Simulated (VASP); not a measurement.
# SiC (P6_3mc) in VASP: a series of runs

SiC is run at these levels: r2SCAN; tasks: single point.

Program: VASP 6.6.1. These are calculated values, not measurements. Logs are shortened: lines on timing, memory, paths and dates and some standing lists are left out, and cuts for length are marked.

## Step 1: The cell of the first run

The structure is hexagonal, space group P6_3mc (No. 186). Conventional cell: a = 3.026 Å, b = 3.026 Å, c = 5.215 Å, α = 90.00°, β = 90.00°, γ = 120.00°. Si (site symmetry 3m) has 4 C at 1.86 to 1.96 Å within 2.5 Å. C (site symmetry 3m) has 4 Si at 1.86 to 1.96 Å within 2.5 Å.

## Step 2: Single point, r2SCAN

The input, POSCAR:

```
SiC
1.0
    3.0255864115      0.0000000000      0.0000000000
   -1.5127932057      2.6202346937      0.0000000000
    0.0000000000      0.0000000000      5.2150670962
Si C
2 2
Direct
    0.3333333333      0.6666666667      0.0046028828
    0.6666666667      0.3333333333      0.5046028828
    0.3333333333      0.6666666667      0.3803971172
    0.6666666667      0.3333333333      0.8803971172
```

The input, INCAR.step1:

```
PREC = Accurate
ENCUT = 520
ISMEAR = 0
SIGMA = 0.05
LREAL = F
LASPH = T
NELM = 60
NBANDS = 16
GGA = PE
ALGO = Normal
EDIFF = 1E-4
LWAVE = T
LCHARG = F
```

The input, INCAR.step2:

```
PREC = Accurate
ENCUT = 520
EDIFF = 1E-6
ISMEAR = 0
SIGMA = 0.05
LREAL = F
LASPH = T
NELM = 60
ALGO = Normal
ISIF = 2
LWAVE = F
LCHARG = T
METAGGA = R2SCAN
LMIXTAU = T
LELF = T
LVHAR = T
NBANDS = 16
ISTART = 1
```

The input, KPOINTS:

```
Automatic mesh
0
Gamma
  12 12 6
```

Potentials or basis: VASP PAW PBE potentials, release 64 (Si, C).

Command:

```bash
> cat potpaw_PBE.64/Si/POTCAR potpaw_PBE.64/C/POTCAR > POTCAR
> cp INCAR.step1 INCAR
> mpirun -np 1 vasp_std > vasp.out
> cp INCAR.step2 INCAR
> mpirun -np 1 vasp_std > vasp.out
```

OUTCAR:

```text
PREC = Accurate
   ENCUT = 520
   EDIFF = 1E-6
   ISMEAR = 0
   LREAL = F
   LASPH = T
   NELM = 60
   ISIF = 2
   METAGGA = R2SCAN
   ISTART = 1

 ion  position               nearest neighbor table
   1  0.333  0.667  0.005-   4 1.86   4 1.86   4 1.86   3 1.96   2 3.14   2 3.14   2 3.14   2 3.14
                             2 3.14   2 3.14
   2  0.667  0.333  0.505-   3 1.86   3 1.86   3 1.86   4 1.96   1 3.14   1 3.14   1 3.14   1 3.14
                             1 3.14   1 3.14
   3  0.333  0.667  0.380-   2 1.86   2 1.86   2 1.86   1 1.96
   4  0.667  0.333  0.880-   1 1.86   1 1.86   1 1.86   2 1.96

  LATTYP: Found a hexagonal cell.
 ALAT       =     3.0255864115
 C/A-ratio  =     1.7236549835

  Lattice vectors:

 A1 = (   3.0255864115,   0.0000000000,   0.0000000000)
 A2 = (  -1.5127932057,   2.6202346937,   0.0000000000)
 A3 = (   0.0000000000,   0.0000000000,   5.2150670962)

Analysis of symmetry for initial positions (statically):
=====================================================================
 Subroutine PRICEL returns:
 Original cell was already a primitive cell.

 Routine SETGRP: Setting up the symmetry group for a
 hexagonal supercell.

 Subroutine GETGRP returns: Found 12 space group operations
 (whereof  6 operations were pure point group operations)
 out of a pool of 24 trial point group operations.

The static configuration has the point symmetry C_3v.
 The point group associated with its full space group is C_6v.

Analysis of symmetry for dynamics (positions and initial velocities):
=====================================================================
 Subroutine PRICEL returns:
 Original cell was already a primitive cell.

 Routine SETGRP: Setting up the symmetry group for a
 hexagonal supercell.

 Subroutine GETGRP returns: Found 12 space group operations
 (whereof  6 operations were pure point group operations)
 out of a pool of 24 trial point group operations.

The dynamic configuration has the point symmetry C_3v.
 The point group associated with its full space group is C_6v.

 Subroutine INISYM returns: Found 12 space group operations
 (whereof  6 operations are pure point group operations),
 and found     1 'primitive' translations

----------------------------------------------------------------------------------------

                                     Primitive cell

  volume of cell :      41.3437

  direct lattice vectors                    reciprocal lattice vectors
     3.025586411  0.000000000  0.000000000     0.330514441  0.190822601  0.000000000
    -1.512793206  2.620234694  0.000000000     0.000000000  0.381645202  0.000000000
     0.000000000  0.000000000  5.215067096     0.000000000  0.000000000  0.191752087

  length of vectors
     3.025586411  3.025586411  5.215067096     0.381645202  0.381645202  0.191752087

  position of ions in fractional coordinates (direct lattice)
     0.333333333  0.666666667  0.004602883
     0.666666667  0.333333333  0.504602883
     0.333333333  0.666666667  0.380397117
     0.666666667  0.333333333  0.880397117

  ion indices of the primitive-cell ions
   primitive index   ion index
                 1           1
                 2           2
                 3           3
                 4           4

----------------------------------------------------------------------------------------

 KPOINTS: Automatic mesh

Automatic generation of k-mesh.
 Grid dimensions read from file:
 generate k-points for:   12   12    6

 Generating k-lattice:

  Cartesian coordinates                     Fractional coordinates (reciprocal lattice)
     0.027542870  0.015901883  0.000000000     0.083333333  0.000000000  0.000000000
     0.000000000  0.031803767  0.000000000     0.000000000  0.083333333  0.000000000
     0.000000000  0.000000000  0.031958681     0.000000000  0.000000000  0.166666667

  Length of vectors
     0.031803767  0.031803767  0.031958681

  Shift w.r.t. Gamma in fractional coordinates (k-lattice)
     0.000000000  0.000000000  0.000000000

 Subroutine IBZKPT returns following result:
 ===========================================

 Found     76 irreducible k-points:

 Following reciprocal coordinates:
            Coordinates               Weight
  0.000000  0.000000  0.000000      1.000000
  0.083333  0.000000  0.000000      6.000000
  0.166667  0.000000  0.000000      6.000000
  0.250000  0.000000  0.000000      6.000000
  0.333333  0.000000  0.000000      6.000000
  0.416667  0.000000  0.000000      6.000000
[... 16 lines left out ...]
  0.250000  0.000000  0.166667     12.000000
  0.333333  0.000000  0.166667     12.000000
 [... further k-points ...]
   k-points           NKPTS =     76   k-points in BZ     NKDIM =     76   number of bands    NBANDS=     16
   number of dos      NEDOS =    301   number of ions     NIONS =      4
   total plane-waves  NPLWV =  23040
   dimension x,y,z NGX =    24 NGY =   24 NGZ =   40
   dimension x,y,z NGXF=    48 NGYF=   48 NGZF=   80
   ions per type =               2   2
   NGX,Y,Z   is equivalent  to a cutoff of  13.19, 13.19, 12.75 a.u.
   NGXF,Y,Z  is equivalent  to a cutoff of  26.37, 26.37, 25.50 a.u.
 SYSTEM =  unknown system
   PREC   = accura    normal or accurate (medium, high low for compatibility)
   ISTART =      1    job   : 0-new  1-cont  2-samecut
   ICHARG =      0    charge: 1-file 2-atom 10-const
   ISPIN  =      1    spin polarized calculation?
   LNONCOLLINEAR =      F non collinear calculations
   LSORBIT =      F    spin-orbit coupling
   LASPH  =      T    aspherical Exc in radial PAW
   ENCUT  =  520.0 eV  38.22 Ry    6.18 a.u.   5.63  5.63  9.70*2*pi/ulx,y,z
   NELM   =     60;   NELMIN=  2; NELMDL=  0     # of ELM steps
   EDIFF  = 0.1E-05   stopping-criterion for ELM
   LREAL  =      F    real-space projection
   EDIFFG = 0.1E-04   stopping-criterion for IOM
   NSW    =      0    number of steps for IOM
   IBRION =     -1    ionic relax: 0-MD 1-quasi-New 2-CG
   NFREE  =      0    steps in history (QN), initial steepest desc. (CG)
   ISIF   =      2    stress and relaxation
   ISYM   =      2    0-nonsym 1-usesym 2-fastsym
   POTIM  = 0.5000    time-step for ionic-motion
   TEBEG  =    0.0;   TEEND  =   0.0 temperature during run
   PSTRESS=    0.0 pullay stress
   NELECT =      16.0000    total number of electrons
   NUPDOWN=      -1.0000    fix difference up-down
   EMIN   =  10.00;   EMAX   =-10.00  energy-range for DOS
   EFERMI =   0.00;   METHOD = LEGACY
   ISMEAR =     0;   SIGMA  =   0.05  broadening in eV -4-tet -1-fermi 0-gaus
   EFERMI_NEDOS =   21; number of points for ismear=-14 and -15
   IALGO  =     38    algorithm
   IMIX   =      4    mixing-type and parameters
     AMIX     =   0.40;   BMIX     =  1.00
     AMIX_MAG =   1.60;   BMIX_MAG =  1.00
  volume/ion in A,a.u.               =      10.34        69.75
  Fermi-wavevector in a.u.,A,eV,Ry     =   1.193012  2.254466 19.364879  1.423278
  Thomas-Fermi vector in A             =   2.329037
   LORBIT       =      0    0 simple, 1 ext, 2 COOP (PROOUT), +10 PAW based schemes
   METAGGA = R2SCAN    functional components
   LHFCALC =     F    Hartree Fock is set to
   AEXX    =    0.0000 exact exchange contribution
   IVDW    =     0    specifies the selected vdW correction
   LEPSILON=     F    determine dielectric tensor
   LRPA    =     F    only Hartree local field effects (RPA)
 non-spin polarized calculation
 Gauss-broadening in eV      SIGMA  =   0.05
  energy-cutoff  :      520.00
  volume of cell :       41.34
 maximum number of plane-waves:      1135
 NGX is ok and might be reduce to    24

 number of electron      16.0000000 magnetization

 Free energy of the ion-electron system (eV)
  ---------------------------------------------------
  ext. energy  EPLUGINS =         0.00000000
  ---------------------------------------------------
  free energy    TOTEN  =       -38.52107457 eV

  energy without entropy =      -38.52107457  energy(sigma->0) =      -38.52107457

 E-fermi :   8.4469     XC(G=0): -11.9319

 val. band max:        8.2150769220   @ k =   0.0000   0.0000   0.0000
 cond. band min:      10.6772848569   @ k =   0.3333   0.3333   0.0000
 fundamental gap:      2.4622079348
 Fermi energy:         8.4469171061

 k-point     1 :       0.0000    0.0000    0.0000
  band No.  band energies     occupation
      1      -8.2173      2.00000
      2      -4.9875      2.00000
      3      -0.9133      2.00000
      4       7.0713      2.00000
      5       7.0713      2.00000
      6       7.8055      2.00000
[... 8 lines left out ...]
     15      17.8555      0.00000
     16      20.2861      0.00000

 k-point     2 :       0.0833    0.0000    0.0000
  band No.  band energies     occupation
      1      -8.0874      2.00000
      2      -4.8737      2.00000
      3      -0.7917      2.00000
      4       6.3666      2.00000
      5       6.8473      2.00000
      6       7.7028      2.00000
[... 8 lines left out ...]
     15      18.1896      0.00000
     16      19.4237      0.00000

 k-point     3 :       0.1667    0.0000    0.0000
  band No.  band energies     occupation
      1      -7.7011      2.00000
      2      -4.5414      2.00000
      3      -0.4355      2.00000
      4       4.7949      2.00000
      5       6.3391      2.00000
      6       6.4847      2.00000
[... 8 lines left out ...]
     15      18.5609      0.00000
     16      18.9427      0.00000

 k-point     4 :       0.2500    0.0000    0.0000
  band No.  band energies     occupation
      1      -7.0716      2.00000
      2      -4.0253      2.00000
      3       0.1100      2.00000
      4       3.0411      2.00000
      5       4.9570      2.00000
      6       5.7850      2.00000
[... 8 lines left out ...]
     15      19.0729      0.00000
     16      20.0217      0.00000
[... 324 lines left out ...]
 k-point    22 :       0.1667    0.0000    0.1667
  band No.  band energies     occupation
      1      -7.5731      2.00000
      2      -4.9651      2.00000
      3       0.1962      2.00000
      4       4.9004      2.00000
      5       6.1158      2.00000
      6       6.4215      2.00000
[... 8 lines left out ...]
     15      18.7970      0.00000
     16      19.1056      0.00000

 k-point    23 :       0.2500    0.0000    0.1667
  band No.  band energies     occupation
      1      -6.9458      2.00000
      2      -4.4209      2.00000
      3       0.6548      2.00000
      4       3.2076      2.00000
      5       4.6274      2.00000
      6       5.8745      2.00000
[... 8 lines left out ...]
     15      19.5354      0.00000
     16      19.9395      0.00000

 k-point    24 :       0.3333    0.0000    0.1667
  band No.  band energies     occupation
      1      -6.1090      2.00000
      2      -3.7652      2.00000
      3       0.6619      2.00000
      4       2.2516      2.00000
      5       3.0710      2.00000
      6       5.4188      2.00000
[... 8 lines left out ...]
     15      20.1339      0.00000
     16      21.2697      0.00000

 [... further k-points ...]
[... 5 lines left out ...]
  --------------------------------------------------------------------------------------
  -------------------------------------------------------------------------------------
  Total        2.5630960      2.5630960     -4.5436957      0.0000000      0.0000000      0.0000000
  in kB       99.3266528     99.3266528   -176.0800545      0.0000000      0.0000000      0.0000000
  external PRESSURE =       7.5244170 kB  Pullay stress =       0.0000000 kB

 VOLUME and BASIS-vectors are now :
 -----------------------------------------------------------------------------
  energy-cutoff  :      520.00
  volume of cell :       41.34
      direct lattice vectors                 reciprocal lattice vectors
     3.025586411  0.000000000  0.000000000     0.330514441  0.190822601  0.000000000
    -1.512793206  2.620234694  0.000000000     0.000000000  0.381645202  0.000000000
     0.000000000  0.000000000  5.215067096     0.000000000  0.000000000  0.191752087

 POSITION                                       TOTAL-FORCE (eV/Angst)
 -----------------------------------------------------------------------------------
     -0.00000      1.74682      0.02400        -0.000000      0.000000      0.318400
      1.51279      0.87341      2.63154         0.000000     -0.000000      0.318400
     -0.00000      1.74682      1.98380        -0.000000      0.000000     -0.318400
      1.51279      0.87341      4.59133        -0.000000     -0.000000     -0.318400
 -----------------------------------------------------------------------------------
    total drift:                               -0.000000      0.000000      0.000242

  FREE ENERGIE OF THE ION-ELECTRON SYSTEM (eV)
  ---------------------------------------------------
  free  energy   TOTEN  =       -38.5210745684 eV

  energy  without entropy=      -38.5210745684  energy(sigma->0) =      -38.52107457
```

Run time: 94 s. Hardware: 1 thread of AMD EPYC 9R45 (Zen 5), shared host; peak memory 0.15 GiB.

Results:

```
Free energy            : -38.5211 eV
Pressure               : 0.8 GPa
Largest force          : 0.318 eV/Å
Band gap on the k mesh : 2.46 eV, indirect (least direct gap 4.94 eV)
```

Forces on the atoms (eV/Å):
```
Si   0.000  0.000  0.318
Si   0.000  0.000  0.318
C    0.000  0.000 -0.318
C    0.000  0.000 -0.318
```

Stress tensor (GPa, compression positive):
```
  9.93   0.00   0.00
  0.00   9.93   0.00
  0.00   0.00 -17.61
```

Caveat: the PAW data sets were made with another functional, which shifts forces and pressure a little. A k mesh can miss the band edges.

## Step 3: Single point, r2SCAN

This run uses another cell than the first one, of the same volume but with other edges.

The input, POSCAR:

```
SiC
1.0
    3.3126533997      0.0000000000      0.0000000000
   -1.6563266998      2.8688419981      0.0000000000
    0.0000000000      0.0000000000      4.3503783169
Si C
2 2
Direct
    0.3333333333      0.6666666667      0.0046028828
    0.6666666667      0.3333333333      0.5046028828
    0.3333333333      0.6666666667      0.3803971172
    0.6666666667      0.3333333333      0.8803971172
```

The input, INCAR.step1:

```
PREC     = Accurate       # precision mode
ENCUT    = 520            # plane-wave cutoff, eV
ISMEAR   = 0              # smearing method
SIGMA    = 0.05           # smearing width, eV
LREAL    = F              # projectors in reciprocal space
LASPH    = T              # aspherical terms in the spheres
NELM     = 60             # most SCF steps
NBANDS   = 16             # bands
GGA      = PE             # functional
ALGO     = Normal         # electronic algorithm
EDIFF    = 1E-4           # SCF threshold, eV
LWAVE    = T              # write WAVECAR
LCHARG   = F              # write CHGCAR
```

The input, INCAR.step2:

```
PREC     = Accurate       # precision mode
ENCUT    = 520            # plane-wave cutoff, eV
EDIFF    = 1E-6           # SCF threshold, eV
ISMEAR   = 0              # smearing method
SIGMA    = 0.05           # smearing width, eV
LREAL    = F              # projectors in reciprocal space
LASPH    = T              # aspherical terms in the spheres
NELM     = 60             # most SCF steps
ALGO     = Normal         # electronic algorithm
ISIF     = 2              # what is computed and relaxed
LWAVE    = F              # write WAVECAR
LCHARG   = T              # write CHGCAR
METAGGA  = R2SCAN         # meta-GGA
LMIXTAU  = T            
LELF     = T              # ELF
LVHAR    = T            
NBANDS   = 16             # bands
ISTART   = 1
```

KPOINTS is that of step 2.

Potentials or basis: VASP PAW PBE potentials, release 64 (Si, C).

Command:

```bash
> cat potpaw_PBE.64/Si/POTCAR potpaw_PBE.64/C/POTCAR > POTCAR
> cp INCAR.step1 INCAR
> mpirun -np 1 vasp_std > vasp.out
> cp INCAR.step2 INCAR
> mpirun -np 1 vasp_std > vasp.out
```

Wall time 83 s (1 thread of AMD EPYC 9R45 (Zen 5), shared host); peak memory 0.16 GiB.

The run converged. Its results:

* Free energy: -35.8934 eV
* Pressure: 14.9 GPa
* Largest force: 5.437 eV/Å
* Band gap on the k mesh: 1.41 eV, indirect (least direct gap 1.96 eV)

Forces in eV/Å, atoms in the order of the input:
```
Si   0.000  0.000 -5.437
Si   0.000  0.000 -5.437
C    0.000  0.000  5.437
C    0.000  0.000  5.437
```

Stress tensor (GPa, compression positive):
```
-34.34   0.00   0.00
  0.00 -34.34   0.00
  0.00   0.00 113.53
```

Levels at points of the mesh, in eV from the valence-band top:
```
           k point  band 6  band 7  band 8  band 9  band 10  band 11
(0.00, 0.00, 0.00)   -0.24   -0.24   -0.16    1.79     5.53     5.53
(0.50, 0.00, 0.00)   -4.81   -3.52   -0.69    1.41     6.01     6.84
(0.00, 0.00, 0.50)   -1.77   -1.77   -1.77    4.38     4.38     6.25
(0.50, 0.00, 0.50)   -3.28   -1.51   -1.51    3.62     3.62     7.96
```

Caveat: the PAW data sets were made with another functional, which shifts forces and pressure a little.
